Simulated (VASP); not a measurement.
Be:

```xyz
2
Lattice="2.2295 0.0000 0.0000 -1.1148 1.9308 0.0000 0.0000 0.0000 3.5083" Properties=species:S:1:pos:R:3 pbc="T T T"
Be    0.0000    1.2872    0.8771
Be    1.1148    0.6436    2.6312
```

Program: VASP 6.6.1. Alike in all runs: task single point; level LDA; potentials or basis VASP PAW LDA potentials, release 64 (Be); no spin polarisation; cell as given; cutoff (eV) 520. Hardware: 1 thread of Intel(R) Xeon(R) Platinum 8259CL CPU @ 2.50GHz (Skylake/Cascade Lake), on a shared host.

Question: Order these runs on this cell by their wall time, lowest first.
A. k mesh 16 × 16 × 9; smearing fermi-dirac 0.01 eV
B. k mesh 3 × 3 × 2; smearing fermi-dirac 0.1 eV
C. k mesh 10 × 10 × 6; smearing fermi-dirac 0.1 eV

Answer: B (1.3 s), C (5.6 s), A (18 s).

Caveats: some runs use coarse meshes.
